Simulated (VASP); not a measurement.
# MgS (F-43m) in VASP: further runs

MgS is run at these levels: PBE0, HSE06, r2SCAN; tasks: single point.

Everything below comes from runs of VASP 6.6.1. Logs are shortened: lines on timing, memory, paths and dates and some standing lists are left out, and cuts for length are marked.

## Step 1: The cell of the first run

Symmetry: F-43m, No. 216, cubic system. The conventional cell has a = 5.590 Å, b = 5.590 Å, c = 5.590 Å, α = 90.00°, β = 90.00°, γ = 90.00°. Within 3.2 Å of S (site symmetry -43m) lie 4 Mg at 2.42 Å. Mg (site symmetry -43m) has 4 S at 2.42 Å within 3.2 Å.

## Step 2: Single point, PBE0

File POSCAR:

```
MgS
1.0
    0.0000000000      2.7948299470      2.7948299470
    2.7948299470      0.0000000000      2.7948299470
    2.7948299470      2.7948299470      0.0000000000
S Mg
1 1
Direct
    0.2500000000      0.2500000000      0.2500000000
    0.0000000000      0.0000000000      0.0000000000
```

File INCAR.step1:

```
  PREC = Accurate
  ENCUT = 520
  EDIFF = 1E-5
  ISMEAR = -1
  SIGMA = 0.05
  LREAL = F
  LASPH = T
  NELM = 80
  ALGO = Normal
  ISIF = 2
  LWAVE = T
  NBANDS = 11
  GGA = PE
```

File INCAR.step2:

```
  PREC = Accurate
  ENCUT = 520
  EDIFF = 1E-6
  ISMEAR = -1
  SIGMA = 0.05
  LREAL = F
  LASPH = T
  NELM = 80
  ALGO = Normal
  ISIF = 2
  LWAVE = F
  LCHARG = T
  GGA = PE
  LHFCALC = T
  AEXX = 0.25
  PRECFOCK = Normal
  LELF = T
  LVHAR = T
  NBANDS = 11
  ISTART = 1
```

File KPOINTS:

```
regular mesh
0
Gamma
  6 6 6
```

Potentials or basis: VASP PAW PBE potentials, release 64 (S, Mg).

Run with:

```console
> cat potpaw_PBE.64/S/POTCAR potpaw_PBE.64/Mg/POTCAR > POTCAR
> cp INCAR.step1 INCAR
> mpirun -np 1 vasp_std > vasp.out
> cp INCAR.step2 INCAR
> mpirun -np 1 vasp_std > vasp.out
```

OUTCAR:

```text
PREC = Accurate
   ENCUT = 520
   EDIFF = 1E-6
   ISMEAR = -1
   LREAL = F
   LASPH = T
   NELM = 80
   ISIF = 2
   GGA = PE
   LHFCALC = T
   AEXX = 0.25
   PRECFOCK = Normal
   ISTART = 1

 ion  position               nearest neighbor table
   1  0.250  0.250  0.250-   2 2.42   2 2.42   2 2.42   2 2.42
   2  0.000  0.000  0.000-   1 2.42   1 2.42   1 2.42   1 2.42

  LATTYP: Found a face centered cubic cell.
 ALAT       =     5.5896598940

  Lattice vectors:

 A1 = (   0.0000000000,   2.7948299470,   2.7948299470)
 A2 = (   2.7948299470,   0.0000000000,   2.7948299470)
 A3 = (   2.7948299470,   2.7948299470,   0.0000000000)

Analysis of symmetry for initial positions (statically):
=====================================================================
 Subroutine PRICEL returns:
 Original cell was already a primitive cell.

 Routine SETGRP: Setting up the symmetry group for a
 face centered cubic supercell.

 Subroutine GETGRP returns: Found 24 space group operations
 (whereof 24 operations were pure point group operations)
 out of a pool of 48 trial point group operations.

The static configuration has the point symmetry T_d .

Analysis of symmetry for dynamics (positions and initial velocities):
=====================================================================
 Subroutine PRICEL returns:
 Original cell was already a primitive cell.

 Routine SETGRP: Setting up the symmetry group for a
 face centered cubic supercell.

 Subroutine GETGRP returns: Found 24 space group operations
 (whereof 24 operations were pure point group operations)
 out of a pool of 48 trial point group operations.

The dynamic configuration has the point symmetry T_d .

 Subroutine INISYM returns: Found 24 space group operations
 (whereof 24 operations are pure point group operations),
 and found     1 'primitive' translations

----------------------------------------------------------------------------------------

                                     Primitive cell

  volume of cell :      43.6612

  direct lattice vectors                    reciprocal lattice vectors
     0.000000000  2.794829947  2.794829947    -0.178901761  0.178901761  0.178901761
     2.794829947  0.000000000  2.794829947     0.178901761 -0.178901761  0.178901761
     2.794829947  2.794829947  0.000000000     0.178901761  0.178901761 -0.178901761

  length of vectors
     3.952486416  3.952486416  3.952486416     0.309866940  0.309866940  0.309866940

[... 86 lines left out ...]
   ISMEAR =    -1;   SIGMA  =   0.05  broadening in eV -4-tet -1-fermi 0-gaus
   EFERMI_NEDOS =   21; number of points for ismear=-14 and -15
   IALGO  =     38    algorithm
   IMIX   =      1    mixing-type and parameters
     AMIX     =   0.40;   BMIX     =  1.00
     AMIX_MAG =   1.60;   BMIX_MAG =  1.00
  volume/ion in A,a.u.               =      21.83       147.32
  Fermi-wavevector in a.u.,A,eV,Ry     =   0.929835  1.757134 11.763515  0.864594
  Thomas-Fermi vector in A             =   2.056160
   LORBIT       =      0    0 simple, 1 ext, 2 COOP (PROOUT), +10 PAW based schemes
   GGA     = PE    functional components
   LHFCALC =     T    Hartree Fock is set to
   PRECFOCK=normal    Normal, Fast or Accurate (Low or Medium for compatibility)
   ENCUT4O =  -1.0   cutoff for four orbital integrals eV
   NKREDX  =     1    reduce k-point grid by
   NKREDY  =     1    reduce k-point grid by
   NKREDZ  =     1    reduce k-point grid by
   AEXX    =    0.2500 exact exchange contribution
   HFSCREEN=    0.0000 screening length (either q_TF or 0.3 A-1)
   HFSCREENC=   0.0000 screening length for correlation (either q_TF or 0.3 A-1)
   ENCUTFOCK=  -1.0 apply spherical cutoff to Coloumb kernel
   IVDW    =     0    specifies the selected vdW correction
   LEPSILON=     F    determine dielectric tensor
   LRPA    =     F    only Hartree local field effects (RPA)
 non-spin polarized calculation
  energy-cutoff  :      520.00
  volume of cell :       43.66
 maximum number of plane-waves:      1243
 NGX is ok and might be reduce to    30
  NGX = 24; NGY = 24; NGZ = 24

 number of electron       8.0000000 magnetization

 Free energy of the ion-electron system (eV)
  ---------------------------------------------------
  ext. energy  EPLUGINS =         0.00000000
  ---------------------------------------------------
  free energy    TOTEN  =       -10.39215795 eV

  energy without entropy =      -10.39215795  energy(sigma->0) =      -10.39215795

 E-fermi :   1.2736     XC(G=0):  -6.7598

 val. band max:        0.1837560803   @ k =   0.0000   0.0000   0.0000
 cond. band min:       5.6031629853   @ k =   0.0000   0.0000   0.0000
 fundamental gap:      5.4194069050
 Fermi energy:         1.2735687932

 k-point     1 :       0.0000    0.0000    0.0000
  band No.  band energies     occupation
      1     -12.4291      2.00000
      2       0.1838      2.00000
      3       0.1838      2.00000
      4       0.1838      2.00000
      5       5.6032      0.00000
      6      10.2403      0.00000
      7      10.2403      0.00000
      8      10.2403      0.00000
      9      13.2543      0.00000
     10      13.2543      0.00000
     11      16.2985      0.00000
[... 197 lines left out ...]
 k-point    16 :      -0.3333    0.5000    0.1667
  band No.  band energies     occupation
      1     -11.3377      2.00000
      2      -2.6690      2.00000
      3      -1.6091      2.00000
      4      -1.2574      2.00000
      5       6.9210      0.00000
      6       9.0675      0.00000
      7      11.8279      0.00000
      8      11.9341      0.00000
      9      15.3266      0.00000
     10      16.5879      0.00000
     11      16.6599      0.00000

------------------------ aborting loop because EDIFF is reached ----------------------------------------

  FORCE on cell =-STRESS in cart. coord.  units (eV):
  Direction    XX          YY          ZZ          XY          YZ          ZX
  --------------------------------------------------------------------------------------
  -------------------------------------------------------------------------------------
  Total        0.6124444      0.6124444      0.6124444      0.0000000      0.0000000      0.0000000
  in kB       22.4740354     22.4740354     22.4740354      0.0000000      0.0000000      0.0000000
  external PRESSURE =      22.4740354 kB  Pullay stress =       0.0000000 kB

 VOLUME and BASIS-vectors are now :
 -----------------------------------------------------------------------------
  energy-cutoff  :      520.00
  volume of cell :       43.66
      direct lattice vectors                 reciprocal lattice vectors
     0.000000000  2.794829947  2.794829947    -0.178901761  0.178901761  0.178901761
     2.794829947  0.000000000  2.794829947     0.178901761 -0.178901761  0.178901761
     2.794829947  2.794829947  0.000000000     0.178901761  0.178901761 -0.178901761

 POSITION                                       TOTAL-FORCE (eV/Angst)
 -----------------------------------------------------------------------------------
      1.39741      1.39741      1.39741         0.000000      0.000000      0.000000
      0.00000      0.00000      0.00000        -0.000000     -0.000000     -0.000000
 -----------------------------------------------------------------------------------
    total drift:                                0.000000      0.000000      0.000000

  FREE ENERGIE OF THE ION-ELECTRON SYSTEM (eV)
  ---------------------------------------------------
  free  energy   TOTEN  =       -10.3921579483 eV

  energy  without entropy=      -10.3921579483  energy(sigma->0) =      -10.39215795
```

It took 9.9 min on 1 thread of Intel Xeon 6975P-C, shared host; peak memory 0.2 GiB.

Results:

```
Free energy            : -10.3922 eV
Pressure               : 2.2 GPa
Band gap on the k mesh : 5.42 eV, direct
```

Caveat: the PAW data sets were made with another functional, which shifts forces and pressure a little. A k mesh can miss the band edges.

## Step 3: Single point, HSE06

This run uses another cell than the first one, of 22.29 Å³/atom, 1.021 times its volume.

File POSCAR:

```
MgS
1.0
    0.0000000000      2.8141052454      2.8141052454
    2.8141052454      0.0000000000      2.8141052454
    2.8141052454      2.8141052454      0.0000000000
S Mg
1 1
Direct
    0.2500000000      0.2500000000      0.2500000000
    0.0000000000      0.0000000000      0.0000000000
```

File INCAR.step1:

```
PREC = Accurate ; ENCUT = 520
EDIFF = 1E-5 ; ISMEAR = -1
SIGMA = 0.05 ; LREAL = F
LASPH = T ; NELM = 80
ALGO = Normal ; ISIF = 2
LWAVE = T ; GGA = PE
NBANDS = 11
```

File INCAR.step2:

```
PREC = Accurate ; ENCUT = 520
EDIFF = 1E-6 ; ISMEAR = -1
SIGMA = 0.05 ; LREAL = F
LASPH = T ; NELM = 80
ALGO = Normal ; ISIF = 2
LWAVE = F ; LCHARG = T
GGA = PE ; LHFCALC = T
HFSCREEN = 0.2079 ; PRECFOCK = Normal
LELF = T ; LVHAR = T
ISTART = 1 ; NBANDS = 11
```

KPOINTS is that of step 2.

Potentials or basis: VASP PAW PBE potentials, release 64 (S, Mg).

Run with:

```console
> cat potpaw_PBE.64/S/POTCAR potpaw_PBE.64/Mg/POTCAR > POTCAR
> cp INCAR.step1 INCAR
> mpirun -np 1 vasp_std > vasp.out
> cp INCAR.step2 INCAR
> mpirun -np 1 vasp_std > vasp.out
```

OUTCAR:

```text
PREC = Accurate
   ENCUT = 520
   EDIFF = 1E-6
   ISMEAR = -1
   LREAL = F
   LASPH = T
   NELM = 80
   ISIF = 2
   GGA = PE
   LHFCALC = T
   HFSCREEN = 0.2079
   PRECFOCK = Normal
   ISTART = 1

 ion  position               nearest neighbor table
   1  0.250  0.250  0.250-   2 2.44   2 2.44   2 2.44   2 2.44
   2  0.000  0.000  0.000-   1 2.44   1 2.44   1 2.44   1 2.44

  LATTYP: Found a face centered cubic cell.
[... 410 lines left out ...]
     11      16.0068      0.00000

------------------------ aborting loop because EDIFF is reached ----------------------------------------

  FORCE on cell =-STRESS in cart. coord.  units (eV):
  Direction    XX          YY          ZZ          XY          YZ          ZX
  --------------------------------------------------------------------------------------
  -------------------------------------------------------------------------------------
  Total        0.2692159      0.2692159      0.2692159     -0.0000000     -0.0000000      0.0000000
  in kB        9.6774344      9.6774344      9.6774344     -0.0000000     -0.0000000      0.0000000
  external PRESSURE =       9.6774344 kB  Pullay stress =       0.0000000 kB

 VOLUME and BASIS-vectors are now :
 -----------------------------------------------------------------------------
  energy-cutoff  :      520.00
  volume of cell :       44.57
      direct lattice vectors                 reciprocal lattice vectors
     0.000000000  2.814105245  2.814105245    -0.177676368  0.177676368  0.177676368
     2.814105245  0.000000000  2.814105245     0.177676368 -0.177676368  0.177676368
     2.814105245  2.814105245  0.000000000     0.177676368  0.177676368 -0.177676368

 POSITION                                       TOTAL-FORCE (eV/Angst)
 -----------------------------------------------------------------------------------
      1.40705      1.40705      1.40705        -0.000000      0.000000     -0.000000
      0.00000      0.00000      0.00000         0.000000     -0.000000      0.000000
 -----------------------------------------------------------------------------------
    total drift:                                0.000000     -0.000000      0.000000

  FREE ENERGIE OF THE ION-ELECTRON SYSTEM (eV)
  ---------------------------------------------------
  free  energy   TOTEN  =        -9.8435513964 eV

  energy  without entropy=       -9.8435513964  energy(sigma->0) =       -9.84355140
```

OUTCAR.step1:

```text
PREC = Accurate
   ENCUT = 520
   EDIFF = 1E-5
   ISMEAR = -1
   LREAL = F
[... 435 lines left out ...]
      1.40705      1.40705      1.40705        -0.000000      0.000000      0.000000
      0.00000      0.00000      0.00000         0.000000     -0.000000     -0.000000
 -----------------------------------------------------------------------------------
    total drift:                               -0.000000     -0.000000     -0.000000

  FREE ENERGIE OF THE ION-ELECTRON SYSTEM (eV)
  ---------------------------------------------------
  free  energy   TOTEN  =        -8.4626257723 eV

  energy  without entropy=       -8.4626257722  energy(sigma->0) =       -8.46262577
```

OSZICAR.step1:

```text
N       E                     dE             d eps       ncg     rms          rms(c)
DAV:   1     0.241486390274E+02    0.24149E+02   -0.33303E+03   352   0.574E+02
DAV:   2    -0.718775079794E+01   -0.31336E+02   -0.30018E+02   427   0.995E+01
DAV:   3    -0.896377863295E+01   -0.17760E+01   -0.17739E+01   455   0.259E+01
DAV:   4    -0.897726578598E+01   -0.13487E-01   -0.13486E-01   436   0.272E+00
DAV:   5    -0.897743163050E+01   -0.16584E-03   -0.16584E-03   456   0.292E-01    0.409E+00
DAV:   6    -0.849108473663E+01    0.48635E+00   -0.12026E+00   379   0.410E+00    0.315E+00
DAV:   7    -0.845571999432E+01    0.35365E-01   -0.27240E-01   412   0.214E+00    0.247E+00
DAV:   8    -0.846324114722E+01   -0.75212E-02   -0.22568E-02   391   0.909E-01    0.137E+00
DAV:   9    -0.846241695628E+01    0.82419E-03   -0.22874E-03   394   0.238E-01    0.429E-01
DAV:  10    -0.846262207505E+01   -0.20512E-03   -0.62173E-04   400   0.118E-01    0.898E-02
DAV:  11    -0.846262577226E+01   -0.36972E-05   -0.53065E-05   418   0.296E-02
   1 F= -.84626258E+01 E0= -.84626258E+01  d E =-.321388E-10
```

Wall time 12 min (1 thread of Intel Xeon 6975P-C, shared host); peak memory 0.3 GiB.

Results:

```yaml
Free_energy: -9.8436 eV
Pressure: 1.0 GPa
Band_gap_on_the_k_mesh: 4.61 eV, direct
```

Caveat: the PAW data sets were made with another functional, which shifts forces and pressure a little.

## Step 4: Single point, r2SCAN

This run uses another cell than the first one, of 21.38 Å³/atom, 0.979 times its volume.

File POSCAR:

```
MgS
1.0
    0.0000000000      2.7752850422      2.7752850422
    2.7752850422      0.0000000000      2.7752850422
    2.7752850422      2.7752850422      0.0000000000
S Mg
1 1
Direct
    0.2500000000      0.2500000000      0.2500000000
    0.0000000000      0.0000000000      0.0000000000
```

File INCAR.step1:

```
PREC = Accurate ; ENCUT = 660
ISMEAR = -1 ; SIGMA = 0.05
LREAL = F ; LASPH = T
NELM = 120 ; NBANDS = 15
GGA = PE ; ALGO = Normal
EDIFF = 1E-5 ; LWAVE = T
LCHARG = F ; GGA_COMPAT = F
```

File INCAR.step2:

```
PREC = Accurate ; ENCUT = 660
EDIFF = 1E-6 ; ISMEAR = -1
SIGMA = 0.05 ; LREAL = F
LASPH = T ; NELM = 120
ALGO = Normal ; ISIF = 2
LWAVE = F ; LCHARG = F
METAGGA = R2SCAN ; LMIXTAU = T
NBANDS = 15 ; ISTART = 1
GGA_COMPAT = F
```

File KPOINTS:

```
Automatic mesh
0
Gamma
  8 8 8
```

Potentials or basis: VASP PAW PBE potentials, release 64 (S, Mg_sv).

Run with:

```console
> cat potpaw_PBE.64/S/POTCAR potpaw_PBE.64/Mg_sv/POTCAR > POTCAR
> cp INCAR.step1 INCAR
> mpirun -np 1 vasp_std > vasp.out
> cp INCAR.step2 INCAR
> mpirun -np 1 vasp_std > vasp.out
```

Run time: 1.7 min. Hardware: 1 thread of AMD EPYC 9R45 (Zen 5), shared host; peak memory 0.19 GiB.

The run converged. Its results:

* Free energy: -15.4618 eV
* Pressure: 3.9 GPa
* Band gap on the k mesh: 4.27 eV, indirect (least direct gap 4.47 eV)

Levels at points of the mesh, in eV from the valence-band top:
| k point | band 5 | band 6 | band 7 | band 8 | band 9 | band 10 | band 11 | band 12 |
| --- | --- | --- | --- | --- | --- | --- | --- | --- |
| (0.00, 0.00, 0.00) | -11.94 | 0.00 | 0.00 | 0.00 | 4.47 | 8.77 | 8.77 | 8.77 |
| (0.50, 0.00, 0.00) | -11.15 | -3.35 | -0.35 | -0.35 | 6.05 | 8.31 | 8.31 | 9.57 |
| (0.50, 0.50, 0.00) | -10.89 | -2.98 | -1.12 | -1.12 | 4.27 | 6.37 | 12.80 | 13.81 |

Caveat: the PAW data sets were made with another functional, which shifts forces and pressure a little. A k mesh can miss the band edges.

## Step 5: The runs side by side

| level | potentials or basis | cell | k mesh | cutoff (eV) | grid for exact exchange (PRECFOCK) | screening parameter | second run | gap on the mesh (eV) | pressure (GPa) |
| --- | --- | --- | --- | --- | --- | --- | --- | --- | --- |
| PBE0 | VASP PAW PBE potentials, release 64 (S, Mg) | a = 3.952 Å, angles 60.0°, 2 atoms | 6 × 6 × 6 | 520 | Normal | - | - | 5.42 | 2.2 |
| HSE06 | VASP PAW PBE potentials, release 64 (S, Mg) | a = 3.980 Å, angles 60.0°, 2 atoms | 6 × 6 × 6 | 520 | Normal | 0.2079 1/Å | - | 4.61 | 1.0 |
| r2SCAN | VASP PAW PBE potentials, release 64 (S, Mg_sv) | a = 3.925 Å, angles 60.0°, 2 atoms | 8 × 8 × 8 | 660 | - | - | valence_matched | 4.27 | 3.9 |

Alike in all rows: task single point; no spin polarisation; smearing fermi-dirac 0.05 eV.

Caveats: the PAW data sets were made with another functional, which shifts forces and pressure a little.

Absolute energies hang on the potentials; compare differences alone.
